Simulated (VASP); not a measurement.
Sb, 2 atoms in the cell. It takes space group P6_3/mmc (No. 194, hexagonal). The conventional cell has a = 3.296 Å, b = 3.296 Å, c = 5.449 Å, α = 90.00°, β = 90.00°, γ = 120.00°. Within 4.3 Å of Sb (site symmetry -6m2) lie 12 Sb at 3.30 to 3.32 Å. This isn't the form of Sb at room conditions, which is rhombohedral.

| Property | Result |
| --- | --- |
| Program | VASP 6.6.1 |
| Task | single point |
| Functional | LDA |
| Potentials or basis | VASP PAW LDA potentials, release 64 (Sb) |
| Cutoff | 520 eV |
| k mesh | 11 × 11 × 6 |
| Occupations | fermi-dirac, width 0.1 eV |
| Spin | non-collinear spin, zero start, spin-orbit coupling |
| Starting moments | [[0.0, 0.0, 0.0], [0.0, 0.0, 0.0]] μB |
| Dipole correction | no |
| Further INCAR settings | ALGO = Normal; EDIFF = 1e-07; NBANDS = 22 |

Potentials or basis: VASP PAW LDA potentials, release 64 (Sb).

Command:

```sh
$ cat potpaw_LDA.64/Sb/POTCAR > POTCAR
$ mpirun -np 1 vasp_ncl > vasp.out
```

Hardware: 1 thread of Intel Xeon 8259CL, on a shared host.

Q: How long does it take, and how much memory?

A: Run time: 2.3 min on 1 thread of Intel Xeon 8259CL, with other jobs on the host, peak memory 0.3 GiB. Counts: scf iterations 11, k points 64.
